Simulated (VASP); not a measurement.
Crystal: Ti4Al.

```
Ti Al
1.0
    -2.60946    2.60946    2.60946
     2.60946   -2.60946    2.60946
     2.60946    2.60946   -2.60946
Ti Al
4 1
Direct
  0.00000 0.00000 0.50000
  0.00000 0.50000 0.00000
  0.50000 0.00000 0.00000
  0.50000 0.50000 0.50000
  0.00000 0.00000 0.00000
```

```yaml
Program: VASP 6.6.1
Task: relaxation of cell and atoms
Functional: PBE
Potentials_or_basis: VASP PAW PBE potentials, release 64 (Ti_sv, Al)
Cutoff: 600 eV
k_mesh: 6 × 6 × 6
Occupations: gaussian, width 0.1 eV
Spin: no spin polarisation
```

At the start: pressure 52.1 GPa; volume 14.21 Å³/atom.

How do energy, volume and symmetry change on relaxing?

Over 3 steps the energy falls by 763.8 meV/atom and the volume is 20.41 Å³/atom (+43.6 %); space group Im-3m (No. 229, to 0.05 Å).

Step by step:
| step | energy change (eV) | largest force (eV/Å) | pressure (GPa) | volume (Å³) |
| --- | --- | --- | --- | --- |
| 1 | 0.0000 | 0.0000 | 52.06 | 71.07 |
| 2 | -2.5561 | 0.0000 | -11.87 | 129.96 |
| 3 | -3.8191 | 0.0000 | -0.16 | 102.07 |

Final structure:
```cif
data_structure
_symmetry_space_group_name_H-M 'P 1'
_symmetry_Int_Tables_number 1
_cell_length_a 5.0992
_cell_length_b 5.0992
_cell_length_c 5.0992
_cell_angle_alpha 109.471
_cell_angle_beta 109.471
_cell_angle_gamma 109.471
_cell_volume 102.07
loop_
_atom_site_label
_atom_site_type_symbol
_atom_site_fract_x
_atom_site_fract_y
_atom_site_fract_z
_atom_site_occupancy
Ti1 Ti 0.00000 0.00000 0.50000 1
Ti2 Ti 0.00000 0.50000 0.00000 1
Ti3 Ti 0.50000 0.00000 0.00000 1
Ti4 Ti 0.50000 0.50000 0.50000 1
Al1 Al 0.00000 0.00000 0.00000 1
```

Caveat: the volume moved by over 15 % at a fixed basis, so the end points are rough.
